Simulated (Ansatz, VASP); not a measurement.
Two plane-wave programs on Si2C

```
CELL_PARAMETERS angstrom
3.01309 0.00000 0.00000
-1.50654 2.60941 0.00000
0.00000 0.00000 9.88648
ATOMIC_POSITIONS crystal
Si 0.33333 0.66667 0.74101
Si 0.33333 0.66667 0.25899
Si 0.33333 0.66667 0.50000
Si 0.66667 0.33333 0.00000
C 0.66667 0.33333 0.19637
C 0.66667 0.33333 0.80363
```

Alike in both runs: functional PBE; k mesh 12 × 12 × 4; occupations gaussian, width 0.1 eV; no spin polarisation.

Ansatz relaxed the structure, and its values are those at the end. VASP's run is a single point on that final structure, the one shown.

|  | VASP | Ansatz |
| --- | --- | --- |
| version | VASP 6.6.1 | Ansatz 0.2.0 |
| potentials or method | VASP PAW PBE potentials, release 64 (Si, C), cutoff 520 eV | scalar-relativistic, plane waves, PAW |
| valence electrons in the cell | 24 | 24 |

|  | VASP | Ansatz | Ansatz less VASP |
| --- | --- | --- | --- |
| gap on the k mesh at the Fermi level (eV) | none | none | - |
| pressure (GPa) | 0.0 | 0.0 | +0.04 |
| rms of the force components (eV/Å) | 0.005 | 0.001 | -0.0041 |

A gap of «none» marks a metal or a gap that the smearing closes. With one functional, cell and mesh, what is left measures potentials, basis and numerics.
